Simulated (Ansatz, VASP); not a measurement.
Two plane-wave programs on TiFeC4N4

```
Ti Fe C N
1.0
     6.00053    0.00000    0.00000
     0.00000    6.00053    0.00000
     0.00000    0.00000    6.00053
Ti Fe C N
1 1 4 4
Direct
  0.00000 0.00000 0.00000
  0.50000 0.50000 0.50000
  0.20226 0.20226 0.20226
  0.20226 0.79774 0.79774
  0.79774 0.20226 0.79774
  0.79774 0.79774 0.20226
  0.31555 0.31555 0.31555
  0.31555 0.68445 0.68445
  0.68445 0.31555 0.68445
  0.68445 0.68445 0.31555
```

Alike in both runs: functional PBE; k mesh 6 × 6 × 6; occupations gaussian, width 0.1 eV; collinear spin.

Ansatz relaxed the structure, and its values are those at the end. VASP's run is a single point on that final structure, the one shown.

```csv
,VASP,Ansatz
version,VASP 6.6.1,Ansatz 0.2.0
potentials or method,"VASP PAW PBE potentials, release 64 (Ti_sv, Fe, C, N), cutoff 520 eV","scalar-relativistic, plane waves, PAW"
valence electrons in the cell,56,64
```

VASP gave:

```
gap on the k mesh at the Fermi level (eV)                     : none
pressure (GPa)                                                : 0.4
rms of the force components (eV/Å)                            : 0.149
net moment per atom (μB)                                      : 0.20
size of the moment on the site where the two differ most (μB) : 3.07
```

Question: What did Ansatz give for the same quantities?

Answer: gap on the k mesh at the Fermi level (eV): none; pressure (GPa): 0.0; rms of the force components (eV/Å): 0.001; net moment per atom (μB): 0.20; size of the moment on the site where the two differ most (μB): 2.75.

Site moments also hang on the region over which each program counts them. A gap of «none» marks a metal or a gap that the smearing closes. One of these differences is far larger than is usual between the two programs; its cause wasn't traced. The functional is the same, so the differences come from potentials, cutoffs and numerics. VASP's potentials hold 56 valence electrons a cell and Ansatz's 64, so a difference there can come from the potentials and not from the codes.

Noted on VASP's run: the standard files for N, O and F lose accuracy on very short bonds.
